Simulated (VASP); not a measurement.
Set up this calculation in VASP 6.6.1, as the native input.

```
Task                   : single point
Functional             : PBE
Potentials or basis    : VASP PAW PBE potentials, release 64 (W_sv)
Cutoff                 : 500 eV
k mesh                 : 8 × 8 × 8
Occupations            : gaussian, width 0.1 eV
Spin                   : no spin polarisation
Dipole correction      : no
Further INCAR settings : ALGO = Normal; EDIFF = 1e-06; NBANDS = 13
```

The structure of W lies in POSCAR:

```
W
1.0
    0.0000000000      2.0300000000      2.0300000000
    2.0300000000      0.0000000000      2.0300000000
    2.0300000000      2.0300000000      0.0000000000
W
1
Direct
    0.0000000000      0.0000000000      0.0000000000
```

The input as run:

INCAR

```
ALGO = Normal ; EDIFF = 1E-6
ENCUT = 500 ; GGA = PE
GGA_COMPAT = F ; ISIF = 2
ISMEAR = 0 ; LASPH = T
LCHARG = F ; LREAL = F
LWAVE = F ; NBANDS = 13
NELM = 120 ; PREC = Accurate
SIGMA = 0.1
```

KPOINTS

```
k-points
0
Gamma
  8 8 8
```

Potentials or basis: VASP PAW PBE potentials, release 64 (W_sv).

Run with:

```console
$ cat potpaw_PBE.64/W_sv/POTCAR > POTCAR
$ mpirun -np 1 vasp_std > vasp.out
```

It gave:

The pressure is -3.9 GPa and the band gap on the k mesh is zero (band 7 reaches 13.17 eV, above the bottom of band 8 at 9.68 eV).

Caveat: spin-orbit coupling is left out, which moves the levels of the heavy elements.

It took 4 s on 1 thread of Intel Xeon 6975P-C, on a shared host, peak memory 0.14 GiB.
